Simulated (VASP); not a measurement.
Write the native input for VASP 6.6.1 that does the following.

- Task: single point
- Functional: revPBE
- Potentials or basis: VASP PAW PBE potentials, release 64 (Bi_d)
- Cutoff: 520 eV
- k mesh: 11 × 11 × 11
- Occupations: fermi-dirac, width 0.1 eV
- Spin: no spin polarisation
- Dipole correction: no
- Further INCAR settings: ALGO = Normal; EDIFF = 1e-06; NBANDS = 14

The structure of Bi lies in POSCAR:

```
Bi
1.0
    3.4276920523      0.0000000000      0.0000000000
    0.0000000000      3.4276920523      0.0000000000
    0.0000000000      0.0000000000      3.4276920523
Bi
1
Direct
    0.0000000000      0.0000000000      0.0000000000
```

This cell differs from its parent crystal: volume scaled by 1.12.

The input as run:

INCAR

```
SYSTEM = Bi
ALGO = Normal ; EDIFF = 1E-6
ENCUT = 520 ; GGA = RE
ISIF = 2 ; ISMEAR = -1
LASPH = .TRUE. ; LCHARG = .FALSE.
LREAL = .FALSE. ; LWAVE = .FALSE.
NBANDS = 14 ; NELM = 60
PREC = Accurate ; SIGMA = 0.1
```

KPOINTS

```
k-points
0
G
  11 11 11
  0 0 0
```

Potentials or basis: VASP PAW PBE potentials, release 64 (Bi_d).

Run with:

```bash
$ cat potpaw_PBE.64/Bi_d/POTCAR > POTCAR
$ mpirun -np 1 vasp_std > vasp.out
```

Results of the run:

```yaml
Pressure: -3.8 GPa
```

Caveat: the PAW data sets were made with another functional, which shifts forces and pressure a little.

Run time: 36 s on 1 thread of AMD EPYC 7R13 (shared host), peak memory 0.14 GiB.
